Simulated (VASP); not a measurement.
# KBr in VASP: notebook

Runs on KBr. Level: PBE. Tasks: single point.

Program: VASP 6.6.1. These are calculated values, not measurements. Logs are shortened: lines on timing, memory, paths and dates and some standing lists are left out, and cuts for length are marked.

### 1 The cell of the first run

The structure is trigonal, space group R-3m (No. 166). Conventional cell: a = 4.670 Å, b = 4.670 Å, c = 11.497 Å, α = 90.00°, β = 90.00°, γ = 120.00°. K (site symmetry -3m) has 6 Br at 3.31 Å within 4.4 Å. Br (site symmetry -3m) has 6 K at 3.31 Å within 4.4 Å.

### 2 Single point, PBE (strain along [111] +0.5%)

Input file INCAR:

```
SYSTEM = KBr
PREC     = Accurate       ! precision mode
ENCUT    = 520            ! plane-wave cutoff, eV
EDIFF    = 1E-6           ! SCF threshold, eV
ISMEAR   = 0              ! smearing method
SIGMA    = 0.01           ! smearing width, eV
LREAL    = .False.        ! projectors in reciprocal space
LASPH    = .True.         ! aspherical terms in the spheres
NELM     = 80             ! most SCF steps
ALGO     = Normal         ! electronic algorithm
ISIF     = 2              ! what is computed and relaxed
LWAVE    = .False.        ! write WAVECAR
LCHARG   = .False.        ! write CHGCAR
GGA      = PE             ! functional
NBANDS   = 15             ! bands
```

Input file KPOINTS:

```
regular mesh
0
Gamma
  4 4 4
  0 0 0
```

Input file POSCAR:

```
KBr
1.0
    0.0110074928      3.3132553269      3.3132553269
    3.3132553269      0.0110074928      3.3132553269
    3.3132553269      3.3132553269      0.0110074928
K Br
1 1
Direct
    0.0000000000      0.0000000000      0.0000000000
    0.5000000000      0.5000000000      0.5000000000
```

Potentials or basis: VASP PAW PBE potentials, release 64 (K_sv, Br).

Run with:

```sh
$ cat potpaw_PBE.64/K_sv/POTCAR potpaw_PBE.64/Br/POTCAR > POTCAR
$ mpirun -np 1 vasp_std > vasp.out
```

OUTCAR:

```text
SYSTEM = KBr
   PREC = Accurate
   ENCUT = 520
   EDIFF = 1E-6
   ISMEAR = 0
   LREAL = .False.
   LASPH = .True.
   NELM = 80
   ISIF = 2
   GGA = PE

 ion  position               nearest neighbor table
   1  0.000  0.000  0.000-
   2  0.500  0.500  0.500-

  LATTYP: Found a trigonal (rhomboedric) cell.
 ALAT       =     4.6856635482
 COS(alpha) =     0.5033194815

  Lattice vectors:

 A1 = (   0.0110074928,   3.3132553269,   3.3132553269)
 A2 = (   3.3132553269,   0.0110074928,   3.3132553269)
 A3 = (   3.3132553269,   3.3132553269,   0.0110074928)

Analysis of symmetry for initial positions (statically):
=====================================================================
 Subroutine PRICEL returns:
 Original cell was already a primitive cell.

 Routine SETGRP: Setting up the symmetry group for a
 trigonal (rhombohedral) supercell.

 Subroutine GETGRP returns: Found 12 space group operations
 (whereof 12 operations were pure point group operations)
 out of a pool of 12 trial point group operations.

The static configuration has the point symmetry D_3d.

Analysis of symmetry for dynamics (positions and initial velocities):
=====================================================================
 Subroutine PRICEL returns:
 Original cell was already a primitive cell.

 Routine SETGRP: Setting up the symmetry group for a
 trigonal (rhombohedral) supercell.

 Subroutine GETGRP returns: Found 12 space group operations
 (whereof 12 operations were pure point group operations)
 out of a pool of 12 trial point group operations.

The dynamic configuration has the point symmetry D_3d.

 Subroutine INISYM returns: Found 12 space group operations
 (whereof 12 operations are pure point group operations),
 and found     1 'primitive' translations

----------------------------------------------------------------------------------------

                                     Primitive cell

  volume of cell :      72.3811

  direct lattice vectors                    reciprocal lattice vectors
     0.011007493  3.313255327  3.313255327    -0.151663113  0.151160918  0.151160918
     3.313255327  0.011007493  3.313255327     0.151160918 -0.151663113  0.151160918
     3.313255327  3.313255327  0.011007493     0.151160918  0.151160918 -0.151663113

  length of vectors
     4.685663548  4.685663548  4.685663548     0.262108653  0.262108653  0.262108653

  position of ions in fractional coordinates (direct lattice)
     0.000000000  0.000000000  0.000000000
     0.500000000  0.500000000  0.500000000

  ion indices of the primitive-cell ions
   primitive index   ion index
                 1           1
                 2           2

----------------------------------------------------------------------------------------

 KPOINTS: regular mesh

Automatic generation of k-mesh.
 Grid dimensions read from file:
 generate k-points for:    4    4    4

 Generating k-lattice:

  Cartesian coordinates                     Fractional coordinates (reciprocal lattice)
    -0.037915778  0.037790229  0.037790229     0.250000000  0.000000000  0.000000000
     0.037790229 -0.037915778  0.037790229     0.000000000  0.250000000  0.000000000
     0.037790229  0.037790229 -0.037915778     0.000000000  0.000000000  0.250000000

  Length of vectors
     0.065527163  0.065527163  0.065527163

  Shift w.r.t. Gamma in fractional coordinates (k-lattice)
     0.000000000  0.000000000  0.000000000

 Subroutine IBZKPT returns following result:
 ===========================================

 Found     13 irreducible k-points:

 Following reciprocal coordinates:
            Coordinates               Weight
  0.000000  0.000000  0.000000      1.000000
  0.250000  0.000000  0.000000      6.000000
  0.500000  0.000000  0.000000      3.000000
  0.250000  0.250000  0.000000      6.000000
  0.500000  0.250000  0.000000     12.000000
 -0.250000  0.250000  0.000000      6.000000
  0.500000  0.500000  0.000000      3.000000
  0.250000  0.250000  0.250000      2.000000
  0.500000  0.250000  0.250000      6.000000
 -0.250000  0.250000  0.250000      6.000000
  0.500000  0.500000  0.250000      6.000000
 -0.250000  0.500000  0.250000      6.000000
  0.500000  0.500000  0.500000      1.000000
   k-points           NKPTS =     13   k-points in BZ     NKDIM =     13   number of bands    NBANDS=     15
   number of dos      NEDOS =    301   number of ions     NIONS =      2
   total plane-waves  NPLWV =  46656
   dimension x,y,z NGX =    36 NGY =   36 NGZ =   36
   dimension x,y,z NGXF=    72 NGYF=   72 NGZF=   72
   ions per type =               1   1
   NGX,Y,Z   is equivalent  to a cutoff of  12.77, 12.77, 12.77 a.u.
   NGXF,Y,Z  is equivalent  to a cutoff of  25.55, 25.55, 25.55 a.u.
 SYSTEM =  KBr
   PREC   = accura    normal or accurate (medium, high low for compatibility)
   ISTART =      0    job   : 0-new  1-cont  2-samecut
   ICHARG =      2    charge: 1-file 2-atom 10-const
   ISPIN  =      1    spin polarized calculation?
   LNONCOLLINEAR =      F non collinear calculations
   LSORBIT =      F    spin-orbit coupling
   LASPH  =      T    aspherical Exc in radial PAW
   ENCUT  =  520.0 eV  38.22 Ry    6.18 a.u.   8.71  8.71  8.71*2*pi/ulx,y,z
   NELM   =     80;   NELMIN=  2; NELMDL= -5     # of ELM steps
   EDIFF  = 0.1E-05   stopping-criterion for ELM
   LREAL  =      F    real-space projection
   EDIFFG = 0.1E-04   stopping-criterion for IOM
   NSW    =      0    number of steps for IOM
   IBRION =     -1    ionic relax: 0-MD 1-quasi-New 2-CG
   NFREE  =      0    steps in history (QN), initial steepest desc. (CG)
   ISIF   =      2    stress and relaxation
   ISYM   =      2    0-nonsym 1-usesym 2-fastsym
   POTIM  = 0.5000    time-step for ionic-motion
   TEBEG  =    0.0;   TEEND  =   0.0 temperature during run
   PSTRESS=    0.0 pullay stress
   NELECT =      16.0000    total number of electrons
   NUPDOWN=      -1.0000    fix difference up-down
   EMIN   =  10.00;   EMAX   =-10.00  energy-range for DOS
   EFERMI =   0.00;   METHOD = LEGACY
   ISMEAR =     0;   SIGMA  =   0.01  broadening in eV -4-tet -1-fermi 0-gaus
   EFERMI_NEDOS =   21; number of points for ismear=-14 and -15
   IALGO  =     38    algorithm
   IMIX   =      4    mixing-type and parameters
     AMIX     =   0.40;   BMIX     =  1.00
     AMIX_MAG =   1.60;   BMIX_MAG =  1.00
  volume/ion in A,a.u.               =      36.19       244.23
  Fermi-wavevector in a.u.,A,eV,Ry     =   0.989859  1.870561 13.331260  0.979820
  Thomas-Fermi vector in A             =   2.121487
   LORBIT       =      0    0 simple, 1 ext, 2 COOP (PROOUT), +10 PAW based schemes
   GGA     = PE    functional components
   LHFCALC =     F    Hartree Fock is set to
   AEXX    =    0.0000 exact exchange contribution
   IVDW    =     0    specifies the selected vdW correction
   LEPSILON=     F    determine dielectric tensor
   LRPA    =     F    only Hartree local field effects (RPA)
 non-spin polarized calculation
 Gauss-broadening in eV      SIGMA  =   0.01
  energy-cutoff  :      520.00
  volume of cell :       72.38
 maximum number of plane-waves:      1964
 NGX is ok and might be reduce to    36
   NGX = 17   NGY = 17   NGZ = 17

 number of electron      15.9999997 magnetization

 Free energy of the ion-electron system (eV)
  ---------------------------------------------------
  ext. energy  EPLUGINS =         0.00000000
  ---------------------------------------------------
  free energy    TOTEN  =        -6.21687240 eV

  energy without entropy =       -6.21687240  energy(sigma->0) =       -6.21687240

 E-fermi :  -1.6215     XC(G=0):  -7.3423

 val. band max:       -1.7639768075   @ k =   0.0000   0.0000   0.0000
 cond. band min:       2.6470668960   @ k =   0.0000   0.0000   0.0000
 fundamental gap:      4.4110437035
 Fermi energy:        -1.6214808147

 k-point     1 :       0.0000    0.0000    0.0000
  band No.  band energies     occupation
      1     -29.5648      2.00000
      2     -14.0512      2.00000
      3     -13.0417      2.00000
      4     -13.0417      2.00000
      5     -13.0412      2.00000
      6      -1.7750      2.00000
      7      -1.7640      2.00000
      8      -1.7640      2.00000
      9       2.6471      0.00000
     10       5.8085      0.00000
     11       5.8474      0.00000
     12       5.8474      0.00000
     13       6.6532      0.00000
     14       6.6532      0.00000
     15       9.8163      0.00000

 k-point     2 :       0.2500    0.0000    0.0000
  band No.  band energies     occupation
      1     -29.5621      2.00000
      2     -14.1472      2.00000
      3     -13.0446      2.00000
      4     -13.0439      2.00000
      5     -12.9111      2.00000
      6      -2.4296      2.00000
      7      -1.9445      2.00000
      8      -1.9349      2.00000
      9       3.8948      0.00000
     10       5.7161      0.00000
     11       6.5127      0.00000
     12       6.5464      0.00000
     13       7.4115      0.00000
     14       7.4189      0.00000
     15      10.4161      0.00000

 k-point     3 :       0.5000    0.0000    0.0000
  band No.  band energies     occupation
      1     -29.5594      2.00000
      2     -14.2266      2.00000
      3     -13.0475      2.00000
      4     -13.0465      2.00000
      5     -12.7963      2.00000
      6      -2.9318      2.00000
      7      -2.1021      2.00000
      8      -2.0926      2.00000
      9       4.8070      0.00000
     10       6.4457      0.00000
     11       7.9632      0.00000
     12       7.9954      0.00000
     13       8.2625      0.00000
     14       8.2971      0.00000
     15       9.1232      0.00000
[... 145 lines left out ...]
 k-point    12 :      -0.2500    0.5000    0.2500
  band No.  band energies     occupation
      1     -29.5578      2.00000
      2     -14.0509      2.00000
      3     -13.1036      2.00000
      4     -13.1018      2.00000
      5     -12.9464      2.00000
      6      -2.3510      2.00000
      7      -2.3475      2.00000
      8      -2.2969      2.00000
      9       5.6100      0.00000
     10       5.6120      0.00000
     11       6.4627      0.00000
     12       7.2055      0.00000
     13       8.8981      0.00000
     14       9.0069      0.00000
     15       9.2196      0.00000

 k-point    13 :       0.5000    0.5000    0.5000
  band No.  band energies     occupation
      1     -29.5595      2.00000
      2     -14.2295      2.00000
      3     -13.0469      2.00000
      4     -13.0469      2.00000
      5     -12.7929      2.00000
      6      -2.9342      2.00000
      7      -2.0869      2.00000
      8      -2.0869      2.00000
      9       4.8089      0.00000
     10       6.4247      0.00000
     11       7.9656      0.00000
     12       7.9656      0.00000
     13       8.3019      0.00000
     14       8.3019      0.00000
     15       9.1063      0.00000

------------------------ aborting loop because EDIFF is reached ----------------------------------------

  FORCE on cell =-STRESS in cart. coord.  units (eV):
  Direction    XX          YY          ZZ          XY          YZ          ZX
  --------------------------------------------------------------------------------------
  -------------------------------------------------------------------------------------
  Total        0.2897787      0.2897787      0.2897787     -0.0076952     -0.0076952     -0.0076952
  in kB        6.4143409      6.4143409      6.4143409     -0.1703351     -0.1703351     -0.1703351
  external PRESSURE =       6.4143409 kB  Pullay stress =       0.0000000 kB

 VOLUME and BASIS-vectors are now :
 -----------------------------------------------------------------------------
  energy-cutoff  :      520.00
  volume of cell :       72.38
      direct lattice vectors                 reciprocal lattice vectors
     0.011007493  3.313255327  3.313255327    -0.151663113  0.151160918  0.151160918
     3.313255327  0.011007493  3.313255327     0.151160918 -0.151663113  0.151160918
     3.313255327  3.313255327  0.011007493     0.151160918  0.151160918 -0.151663113

 POSITION                                       TOTAL-FORCE (eV/Angst)
 -----------------------------------------------------------------------------------
      0.00000      0.00000      0.00000         0.000000     -0.000000      0.000000
      3.31876      3.31876      3.31876        -0.000000      0.000000     -0.000000
 -----------------------------------------------------------------------------------
    total drift:                                0.000000      0.000000      0.000000

  FREE ENERGIE OF THE ION-ELECTRON SYSTEM (eV)
  ---------------------------------------------------
  free  energy   TOTEN  =        -6.2168723971 eV

  energy  without entropy=       -6.2168723971  energy(sigma->0) =       -6.21687240
```

Wall time 34 s (1 thread of Intel Xeon 8259CL, shared host); peak memory 0.21 GiB.

Results:

```
Free energy            : -6.2169 eV
Pressure               : 0.6 GPa
Band gap on the k mesh : 4.41 eV
```

Caveat: the cell differs from its parent crystal (strain along [111] +0.5%).

### 3 Single point, PBE (strain -5.0%)

Input file INCAR:

```
PREC = Accurate
ENCUT = 520
EDIFF = 1E-6
ISMEAR = -1
SIGMA = 0.02
LREAL = F
LASPH = T
NELM = 80
ALGO = Normal
ISIF = 2
LWAVE = F
LCHARG = F
GGA = PE
NBANDS = 15
```

Input file KPOINTS:

```
regular mesh
0
Gamma
  6 6 6
```

Input file POSCAR:

```
KBr
1.0
    0.0000000000      3.1371354424      3.1371354424
    3.1371354424      0.0000000000      3.1371354424
    3.1371354424      3.1371354424      0.0000000000
K Br
1 1
Direct
    0.0000000000      0.0000000000      0.0000000000
    0.5000000000      0.5000000000      0.5000000000
```

Potentials or basis: VASP PAW PBE potentials, release 64 (K_sv, Br).

Run with:

```sh
$ cat potpaw_PBE.64/K_sv/POTCAR potpaw_PBE.64/Br/POTCAR > POTCAR
$ mpirun -np 1 vasp_std > vasp.out
```

OUTCAR:

```text
PREC = Accurate
   ENCUT = 520
   EDIFF = 1E-6
   ISMEAR = -1
   LREAL = F
   LASPH = T
   NELM = 80
   ISIF = 2
   GGA = PE

 ion  position               nearest neighbor table
   1  0.000  0.000  0.000-   2 3.14   2 3.14   2 3.14   2 3.14   2 3.14   2 3.14
   2  0.500  0.500  0.500-   1 3.14   1 3.14   1 3.14   1 3.14   1 3.14   1 3.14

  LATTYP: Found a face centered cubic cell.
 ALAT       =     6.2742708848

  Lattice vectors:

 A1 = (   0.0000000000,   3.1371354424,   3.1371354424)
 A2 = (   3.1371354424,   0.0000000000,   3.1371354424)
 A3 = (   3.1371354424,   3.1371354424,   0.0000000000)

Analysis of symmetry for initial positions (statically):
=====================================================================
 Subroutine PRICEL returns:
 Original cell was already a primitive cell.

 Routine SETGRP: Setting up the symmetry group for a
 face centered cubic supercell.

 Subroutine GETGRP returns: Found 48 space group operations
 (whereof 48 operations were pure point group operations)
 out of a pool of 48 trial point group operations.

The static configuration has the point symmetry O_h .

[... 164 lines left out ...]
      5     -12.0457      2.00000
      6      -1.0609      2.00000
      7      -1.0609      2.00000
      8      -1.0609      2.00000
      9       3.8212      0.00000
     10       6.5263      0.00000
     11       6.5263      0.00000
     12       6.5263      0.00000
     13       7.4525      0.00000
     14       7.4525      0.00000
[... 257 lines left out ...]
      2     -13.5280      2.00000
      3     -12.1890      2.00000
      4     -12.1375      2.00000
      5     -11.9558      2.00000
      6      -1.9152      2.00000
      7      -1.6880      2.00000
      8      -1.6072      2.00000
      9       5.4789      0.00000
     10       7.4831      0.00000
     11       7.5999      0.00000
     12       8.7660      0.00000
     13       9.3795      0.00000
     14      10.2201      0.00000
     15      11.0381      0.00000

------------------------ aborting loop because EDIFF is reached ----------------------------------------

  FORCE on cell =-STRESS in cart. coord.  units (eV):
  Direction    XX          YY          ZZ          XY          YZ          ZX
  --------------------------------------------------------------------------------------
  -------------------------------------------------------------------------------------
  Total        1.7079995      1.7079995      1.7079995     -0.0000000     -0.0000000      0.0000000
  in kB       44.3168130     44.3168130     44.3168130     -0.0000000     -0.0000000      0.0000000
  external PRESSURE =      44.3168130 kB  Pullay stress =       0.0000000 kB

 VOLUME and BASIS-vectors are now :
 -----------------------------------------------------------------------------
  energy-cutoff  :      520.00
  volume of cell :       61.75
      direct lattice vectors                 reciprocal lattice vectors
     0.000000000  3.137135442  3.137135442    -0.159381069  0.159381069  0.159381069
     3.137135442  0.000000000  3.137135442     0.159381069 -0.159381069  0.159381069
     3.137135442  3.137135442  0.000000000     0.159381069  0.159381069 -0.159381069

 POSITION                                       TOTAL-FORCE (eV/Angst)
 -----------------------------------------------------------------------------------
      0.00000      0.00000      0.00000         0.000000      0.000000     -0.000000
      3.13714      3.13714      3.13714         0.000000      0.000000      0.000000
 -----------------------------------------------------------------------------------
    total drift:                                0.000000      0.000000      0.000000

  FREE ENERGIE OF THE ION-ELECTRON SYSTEM (eV)
  ---------------------------------------------------
  free  energy   TOTEN  =        -6.0656726675 eV

  energy  without entropy=       -6.0656726675  energy(sigma->0) =       -6.06567267
```

stdout:

```text
POSCAR found type information on POSCAR K Br
 POSCAR found :  2 types and       2 ions
 scaLAPACK will be used
 LDA part: xc-table for (Slater+PW92), standard interpolation
 POSCAR, INCAR and KPOINTS ok, starting setup
 FFT: planning ... GRIDC
 FFT: planning ... GRID_SOFT
 FFT: planning ... GRID
 WAVECAR not read
 entering main loop
```

It took 30 s on 1 thread of Intel Xeon 8259CL, shared host; peak memory 0.2 GiB.

What came out:

| Item | Value |
| --- | --- |
| Free energy | -6.0657 eV |
| Pressure | 4.4 GPa |
| Band gap on the k mesh | 4.88 eV |

Caveat: the cell differs from its parent crystal (strain -5.0%); the cell stands under pressure.

### 4 Single point, PBE

This run uses another cell than the first one, of 36.01 Å³/atom.

Input file INCAR:

```
PREC = Accurate ; ENCUT = 520
EDIFF = 1E-7 ; ISMEAR = -1
SIGMA = 0.02 ; LREAL = F
LASPH = T ; NELM = 60
ALGO = Normal ; ISIF = 2
LWAVE = F ; LCHARG = F
GGA = PE ; NBANDS = 15
```

KPOINTS is that of step 3.

Input file POSCAR:

```
KBr
1.0
    0.0000000000      3.3022478341      3.3022478341
    3.3022478341      0.0000000000      3.3022478341
    3.3022478341      3.3022478341      0.0000000000
K Br
1 1
Direct
    0.0000000000      0.0000000000      0.0000000000
    0.5000000000      0.5000000000      0.5000000000
```

Run with:

```sh
$ cat potpaw_PBE.64/K_sv/POTCAR potpaw_PBE.64/Br/POTCAR > POTCAR
$ mpirun -np 1 vasp_std > vasp.out
```

Wall time 35 s (1 thread of Intel Xeon 8259CL, shared host); peak memory 0.21 GiB.

Results (log left out):

| Item | Value |
| --- | --- |
| Free energy | -6.2158 eV |
| Pressure | 0.7 GPa |
| Band gap on the k mesh | 4.43 eV |

Levels at points of the mesh, in eV from the valence-band top:
```tsv
k point	band 5	band 6	band 7	band 8	band 9	band 10	band 11	band 12
(0.00, 0.00, 0.00)	-11.26	0.00	0.00	0.00	4.43	7.60	7.60	7.60
(0.50, 0.00, 0.00)	-11.01	-1.17	-0.33	-0.33	6.59	8.23	9.76	9.76
(0.50, 0.50, 0.00)	-11.30	-0.81	-0.28	-0.28	5.87	7.19	9.36	9.50
```

### 5 Overview

| cell | k mesh | smearing | gap on the mesh (eV) | pressure (GPa) |
| --- | --- | --- | --- | --- |
| a = 4.686 Å, angles 59.8°, 2 atoms | 4 × 4 × 4 | gaussian 0.01 eV | 4.41 | 0.6 |
| a = 4.437 Å, angles 60.0°, 2 atoms | 6 × 6 × 6 | fermi-dirac 0.02 eV | 4.88 | 4.4 |
| a = 4.670 Å, angles 60.0°, 2 atoms | 6 × 6 × 6 | fermi-dirac 0.02 eV | 4.43 | 0.7 |

Alike in all rows: task single point; level PBE; potentials or basis VASP PAW PBE potentials, release 64 (K_sv, Br); no spin polarisation; cutoff (eV) 520.

Caveats: the cell stands under pressure (at least some runs).

Absolute energies hang on the potentials; compare differences alone.
